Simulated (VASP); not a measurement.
# Ge2Sb2Te5 (P-3m1) in VASP: a series of runs, part 2 of 2

VASP 6.6.1.

## Step 3: Single point, PBE

This run uses another cell than the first one, of 35.02 Å³/atom.

File INCAR:

```
  PREC = Accurate
  ENCUT = 520
  EDIFF = 1E-6
  ISMEAR = 0
  SIGMA = 0.03
  LREAL = F
  LASPH = T
  NELM = 100
  ALGO = Normal
  ISIF = 2
  LWAVE = F
  LCHARG = F
  GGA = PE
  NBANDS = 44
```

File KPOINTS:

```
regular mesh
0
Gamma
  9 9 2
```

File POSCAR:

```
Ge2Sb2Te5
1.0
    4.5625000000      0.0000000000      0.0000000000
   -2.2812500000      3.9512409048      0.0000000000
    0.0000000000      0.0000000000     17.4837000000
Ge Sb Te
2 2 5
Direct
    0.0000000000      0.0000000000      0.3314713560
    0.0000000000      0.0000000000      0.6685286440
    0.3333333333      0.6666666667      0.1121550832
    0.6666666667      0.3333333333      0.8878449168
    0.0000000000      0.0000000000      0.0000000000
    0.3333333333      0.6666666667      0.7913602895
    0.6666666667      0.3333333333      0.2086397105
    0.3333333333      0.6666666667      0.4097504733
    0.6666666667      0.3333333333      0.5902495267
```

Potentials or basis: VASP PAW PBE potentials, release 64 (Ge_d, Sb, Te).

Run with:

```bash
> cat potpaw_PBE.64/Ge_d/POTCAR potpaw_PBE.64/Sb/POTCAR potpaw_PBE.64/Te/POTCAR > POTCAR
> mpirun -np 1 vasp_std > vasp.out
```

OUTCAR:

```text
PREC = Accurate
   ENCUT = 520
   EDIFF = 1E-6
   ISMEAR = 0
   LREAL = F
   LASPH = T
   NELM = 100
   ISIF = 2
   GGA = PE

 ion  position               nearest neighbor table
   1  0.000  0.000  0.331-   8 2.97   8 2.97   8 2.97
   2  0.000  0.000  0.669-   9 2.97   9 2.97   9 2.97
   3  0.333  0.667  0.112-   7 3.13   7 3.13   7 3.13   5 3.28   5 3.28   5 3.28
   4  0.667  0.333  0.888-   6 3.13   6 3.13   6 3.13   5 3.28   5 3.28   5 3.28
   5  0.000  0.000  0.000-   3 3.28   4 3.28   4 3.28   3 3.28   4 3.28   3 3.28
   6  0.333  0.667  0.791-   4 3.13   4 3.13   4 3.13
   7  0.667  0.333  0.209-   3 3.13   3 3.13   3 3.13
   8  0.333  0.667  0.410-   1 2.97   1 2.97   1 2.97
   9  0.667  0.333  0.590-   2 2.97   2 2.97   2 2.97

  LATTYP: Found a hexagonal cell.
 ALAT       =     4.5625000000
 C/A-ratio  =     3.8320438356

  Lattice vectors:

 A1 = (   4.5625000000,   0.0000000000,   0.0000000000)
 A2 = (  -2.2812500000,   3.9512409048,   0.0000000000)
 A3 = (   0.0000000000,   0.0000000000,  17.4837000000)

Analysis of symmetry for initial positions (statically):
=====================================================================
 Subroutine PRICEL returns:
 Original cell was already a primitive cell.

 Routine SETGRP: Setting up the symmetry group for a
 hexagonal supercell.

 Subroutine GETGRP returns: Found 12 space group operations
 (whereof 12 operations were pure point group operations)
 out of a pool of 24 trial point group operations.

The static configuration has the point symmetry D_3d.

Analysis of symmetry for dynamics (positions and initial velocities):
=====================================================================
 Subroutine PRICEL returns:
 Original cell was already a primitive cell.

 Routine SETGRP: Setting up the symmetry group for a
 hexagonal supercell.

 Subroutine GETGRP returns: Found 12 space group operations
 (whereof 12 operations were pure point group operations)
 out of a pool of 24 trial point group operations.

The dynamic configuration has the point symmetry D_3d.

 Subroutine INISYM returns: Found 12 space group operations
 (whereof 12 operations are pure point group operations),
 and found     1 'primitive' translations

----------------------------------------------------------------------------------------

                                     Primitive cell

  volume of cell :     315.1880

  direct lattice vectors                    reciprocal lattice vectors
     4.562500000  0.000000000  0.000000000     0.219178082  0.126542525  0.000000000
    -2.281250000  3.951240905  0.000000000     0.000000000  0.253085050  0.000000000
     0.000000000  0.000000000 17.483700000     0.000000000  0.000000000  0.057196131

  length of vectors
     4.562500000  4.562500000 17.483700000     0.253085050  0.253085050  0.057196131

  position of ions in fractional coordinates (direct lattice)
     0.000000000  0.000000000  0.331471356
     0.000000000  0.000000000  0.668528644
     0.333333333  0.666666667  0.112155083
     0.666666667  0.333333333  0.887844917
     0.000000000  0.000000000  0.000000000
     0.333333333  0.666666667  0.791360289
[... 47 lines left out ...]
  0.333333  0.000000  0.000000      6.000000
  0.444444  0.000000  0.000000      6.000000
  0.111111  0.111111  0.000000      6.000000
[... 16 lines left out ...]
  0.333333  0.222222  0.500000     12.000000
  0.333333  0.333333  0.500000      2.000000
   k-points           NKPTS =     24   k-points in BZ     NKDIM =     24   number of bands    NBANDS=     44
   number of dos      NEDOS =    301   number of ions     NIONS =      9
   total plane-waves  NPLWV = 181440
   dimension x,y,z NGX =    36 NGY =   36 NGZ =  140
   dimension x,y,z NGXF=    72 NGYF=   72 NGZF=  280
   ions per type =               2   2   5
   NGX,Y,Z   is equivalent  to a cutoff of  13.12, 13.12, 13.31 a.u.
   NGXF,Y,Z  is equivalent  to a cutoff of  26.23, 26.23, 26.62 a.u.
 SYSTEM =  unknown system
   PREC   = accura    normal or accurate (medium, high low for compatibility)
   ISTART =      0    job   : 0-new  1-cont  2-samecut
   ICHARG =      2    charge: 1-file 2-atom 10-const
   ISPIN  =      1    spin polarized calculation?
   LNONCOLLINEAR =      F non collinear calculations
   LSORBIT =      F    spin-orbit coupling
   LASPH  =      T    aspherical Exc in radial PAW
   ENCUT  =  520.0 eV  38.22 Ry    6.18 a.u.   8.48  8.48 32.51*2*pi/ulx,y,z
   NELM   =    100;   NELMIN=  2; NELMDL= -5     # of ELM steps
   EDIFF  = 0.1E-05   stopping-criterion for ELM
   LREAL  =      F    real-space projection
   EDIFFG = 0.1E-04   stopping-criterion for IOM
   NSW    =      0    number of steps for IOM
   IBRION =     -1    ionic relax: 0-MD 1-quasi-New 2-CG
   NFREE  =      0    steps in history (QN), initial steepest desc. (CG)
   ISIF   =      2    stress and relaxation
   ISYM   =      2    0-nonsym 1-usesym 2-fastsym
   POTIM  = 0.5000    time-step for ionic-motion
   TEBEG  =    0.0;   TEEND  =   0.0 temperature during run
   PSTRESS=    0.0 pullay stress
   NELECT =      68.0000    total number of electrons
   NUPDOWN=      -1.0000    fix difference up-down
   EMIN   =  10.00;   EMAX   =-10.00  energy-range for DOS
   EFERMI =   0.00;   METHOD = LEGACY
   ISMEAR =     0;   SIGMA  =   0.03  broadening in eV -4-tet -1-fermi 0-gaus
   EFERMI_NEDOS =   21; number of points for ismear=-14 and -15
   IALGO  =     38    algorithm
   IMIX   =      4    mixing-type and parameters
     AMIX     =   0.40;   BMIX     =  1.00
     AMIX_MAG =   1.60;   BMIX_MAG =  1.00
  volume/ion in A,a.u.               =      35.02       236.33
  Fermi-wavevector in a.u.,A,eV,Ry     =   0.981871  1.855468 13.116985  0.964071
  Thomas-Fermi vector in A             =   2.112911
   LORBIT       =      0    0 simple, 1 ext, 2 COOP (PROOUT), +10 PAW based schemes
   GGA     = PE    functional components
   LHFCALC =     F    Hartree Fock is set to
   AEXX    =    0.0000 exact exchange contribution
   IVDW    =     0    specifies the selected vdW correction
   LEPSILON=     F    determine dielectric tensor
   LRPA    =     F    only Hartree local field effects (RPA)
 non-spin polarized calculation
 Gauss-broadening in eV      SIGMA  =   0.03
  energy-cutoff  :      520.00
  volume of cell :      315.19
 maximum number of plane-waves:      8567
 NGX is ok and might be reduce to    36
   NGX = 17   NGY = 17   NGZ = 65

 number of electron      68.0000010 magnetization

 Free energy of the ion-electron system (eV)
  ---------------------------------------------------
  ext. energy  EPLUGINS =         0.00000000
  ---------------------------------------------------
  free energy    TOTEN  =       -33.24789214 eV

  energy without entropy =      -33.24789214  energy(sigma->0) =      -33.24789214

 E-fermi :   4.5312     XC(G=0):  -8.7699

 val. band max:        4.4210655673   @ k =   0.1111   0.0000   0.0000
 cond. band min:       4.6418341299   @ k =   0.1111   0.1111   0.0000
 fundamental gap:      0.2207685626
 Fermi energy:         4.5312248431

 k-point     1 :       0.0000    0.0000    0.0000
  band No.  band energies     occupation
      1     -20.1324      2.00000
      2     -20.1324      2.00000
      3     -20.1324      2.00000
      4     -20.1324      2.00000
      5     -20.1289      2.00000
      6     -20.1289      2.00000
[... 1117 lines left out ...]
     43       8.2488      0.00000
     44       8.5048      0.00000

------------------------ aborting loop because EDIFF is reached ----------------------------------------

  FORCE on cell =-STRESS in cart. coord.  units (eV):
  Direction    XX          YY          ZZ          XY          YZ          ZX
  --------------------------------------------------------------------------------------
  -------------------------------------------------------------------------------------
  Total       -9.5409050     -9.5409050     -3.7365140      0.0000000      0.0000000      0.0000000
  in kB      -48.4987362    -48.4987362    -18.9936077      0.0000000      0.0000000      0.0000000
  external PRESSURE =     -38.6636934 kB  Pullay stress =       0.0000000 kB

 VOLUME and BASIS-vectors are now :
 -----------------------------------------------------------------------------
  energy-cutoff  :      520.00
  volume of cell :      315.19
      direct lattice vectors                 reciprocal lattice vectors
     4.562500000  0.000000000  0.000000000     0.219178082  0.126542525  0.000000000
    -2.281250000  3.951240905  0.000000000     0.000000000  0.253085050  0.000000000
     0.000000000  0.000000000 17.483700000     0.000000000  0.000000000  0.057196131

 POSITION                                       TOTAL-FORCE (eV/Angst)
 -----------------------------------------------------------------------------------
      0.00000      0.00000      5.79535        -0.000000     -0.000000      0.266030
      0.00000      0.00000     11.68835        -0.000000      0.000000     -0.266030
     -0.00000      2.63416      1.96089         0.000000      0.000000      0.144543
      2.28125      1.31708     15.52281         0.000000     -0.000000     -0.144543
      0.00000      0.00000      0.00000         0.000000      0.000000      0.000000
     -0.00000      2.63416     13.83591         0.000000      0.000000      0.337238
      2.28125      1.31708      3.64779        -0.000000     -0.000000     -0.337238
     -0.00000      2.63416      7.16395         0.000000     -0.000000     -0.219930
      2.28125      1.31708     10.31975         0.000000      0.000000      0.219930
 -----------------------------------------------------------------------------------
    total drift:                               -0.000000      0.000000      0.000000

  FREE ENERGIE OF THE ION-ELECTRON SYSTEM (eV)
  ---------------------------------------------------
  free  energy   TOTEN  =       -33.2478921380 eV

  energy  without entropy=      -33.2478921362  energy(sigma->0) =      -33.24789214
```

Run time: 3.4 min. Hardware: 1 thread of Intel Xeon 6975P-C (Granite Rapids), shared host; peak memory 0.62 GiB.

Results:

| Property | Result |
| --- | --- |
| Free energy | -33.2479 eV |
| Pressure | -3.9 GPa |
| Largest force | 0.337 eV/Å |
| Band gap on the k mesh | 0.22 eV (least direct gap 0.26 eV) |

Forces in eV/Å, atoms in the order of the input:
```
Ge   0.000  0.000  0.266
Ge   0.000  0.000 -0.266
Sb   0.000  0.000  0.145
Sb   0.000  0.000 -0.145
Te   0.000  0.000  0.000
Te   0.000  0.000  0.337
Te   0.000  0.000 -0.337
Te   0.000  0.000 -0.220
Te   0.000  0.000  0.220
```

Stress tensor (GPa, compression positive):
```
-4.85  0.00  0.00
 0.00 -4.85  0.00
 0.00  0.00 -1.90
```

Levels at points of the mesh, in eV from the valence-band top:
| k point | band 30 | band 31 | band 32 | band 33 | band 34 | band 35 | band 36 | band 37 | band 38 | band 39 |
| --- | --- | --- | --- | --- | --- | --- | --- | --- | --- | --- |
| (0.00, 0.00, 0.00) | -1.25 | -1.13 | -1.10 | -1.10 | -0.28 | 0.22 | 0.22 | 0.44 | 0.87 | 1.18 |
| (0.00, 0.00, 0.50) | -1.22 | -1.13 | -1.13 | -1.13 | -0.29 | 0.25 | 0.25 | 0.45 | 0.88 | 1.12 |

Caveat: the cell stands under tension; spin-orbit coupling is left out, which moves the levels of the heavy elements; an odd mesh through Γ misses points on the zone boundary, where band edges can lie; this functional lacks dispersion, which binds the layers, so the pressure and a relaxed spacing across them are unreliable.

## Step 4: Single point, PBE

This run uses another cell than the first one, of 30.06 Å³/atom.

File INCAR:

```
SYSTEM = Ge2Sb2Te5
PREC     = Accurate       ! precision mode
ENCUT    = 520            ! plane-wave cutoff, eV
EDIFF    = 1E-6           ! SCF threshold, eV
ISMEAR   = 0              ! smearing method
SIGMA    = 0.03           ! smearing width, eV
LREAL    = .FALSE.        ! projectors in reciprocal space
LASPH    = .TRUE.         ! aspherical terms in the spheres
NELM     = 60             ! most SCF steps
ALGO     = Normal         ! electronic algorithm
ISIF     = 2              ! what is computed and relaxed
LWAVE    = .FALSE.        ! write WAVECAR
LCHARG   = .TRUE.         ! write CHGCAR
GGA      = PE             ! functional
LELF     = .TRUE.         ! ELF
LVHAR    = .TRUE.       
NBANDS   = 44             ! bands
```

File KPOINTS:

```
regular mesh
0
G
  9 9 2
  0 0 0
```

Edit POSCAR of step 3 so:

```diff
@@ -2,5 +2,5 @@
 1.0
-    4.5625000000      0.0000000000      0.0000000000
-   -2.2812500000      3.9512409048      0.0000000000
-    0.0000000000      0.0000000000     17.4837000000
+    4.2639992940      0.0000000000      0.0000000000
+   -2.1319996470      3.6927317103      0.0000000000
+    0.0000000000      0.0000000000     17.1822000000
 Ge Sb Te
```

Run with:

```bash
> cat potpaw_PBE.64/Ge_d/POTCAR potpaw_PBE.64/Sb/POTCAR potpaw_PBE.64/Te/POTCAR > POTCAR
> mpirun -np 1 vasp_std > vasp.out
```

It took 3.1 min on 1 thread of Intel Xeon 6975P-C (Granite Rapids), shared host; peak memory 0.51 GiB.

Results (log left out):

```yaml
Free_energy: -33.7020 eV
Pressure: 2.5 GPa
Largest_force: 0.439 eV/Å
Band_gap_on_the_k_mesh: 0.09 eV (least direct gap 0.27 eV)
```

Forces in eV/Å, atoms in the order of the input:
```
Ge   0.000  0.000 -0.273
Ge   0.000  0.000  0.273
Sb   0.000  0.000 -0.145
Sb   0.000  0.000  0.145
Te   0.000  0.000  0.000
Te   0.000  0.000 -0.432
Te   0.000  0.000  0.432
Te   0.000  0.000  0.439
Te   0.000  0.000 -0.439
```

Stress tensor (GPa, compression positive):
```
2.01 0.00 0.00
0.00 2.01 0.00
0.00 0.00 3.54
```

Levels at points of the mesh, in eV from the valence-band top:
| k point | band 32 | band 33 | band 34 | band 35 | band 36 | band 37 |
| --- | --- | --- | --- | --- | --- | --- |
| (0.00, 0.00, 0.00) | -1.26 | -1.09 | -0.17 | 0.09 | 0.09 | 0.33 |
| (0.00, 0.00, 0.50) | -1.50 | -1.04 | -0.17 | 0.12 | 0.12 | 0.33 |

Caveat: spin-orbit coupling is left out, which moves the levels of the heavy elements; an odd mesh through Γ misses points on the zone boundary, where band edges can lie; this functional lacks dispersion, which binds the layers, so the pressure and a relaxed spacing across them are unreliable.

## Step 5: The runs side by side

| cell | gap on the mesh (eV) | pressure (GPa) | largest force (eV/Å) |
| --- | --- | --- | --- |
| a = 4.364, b = 4.363, c = 18.991 Å, angles 90.0, 90.0, 120.0°, 9 atoms | 0.16 | -3.5 | 0.57 |
| a = 4.562, b = 4.563, c = 17.484 Å, angles 90.0, 90.0, 120.0°, 9 atoms | 0.22 | -3.9 | 0.34 |
| a = 4.264, b = 4.264, c = 17.182 Å, angles 90.0, 90.0, 120.0°, 9 atoms | 0.09 | 2.5 | 0.44 |

Alike in all rows: task single point; level PBE; potentials or basis VASP PAW PBE potentials, release 64 (Ge_d, Sb, Te); no spin polarisation; k mesh 9 × 9 × 2; cutoff (eV) 520; smearing gaussian 0.03 eV.

Caveats: spin-orbit coupling is left out, which moves the levels of the heavy elements; an odd mesh through Γ misses points on the zone boundary, where band edges can lie; this functional lacks dispersion, which binds the layers, so the pressure and a relaxed spacing across them are unreliable; the cell stands under tension (at least some runs).

Absolute energies hang on the potentials; compare differences alone.
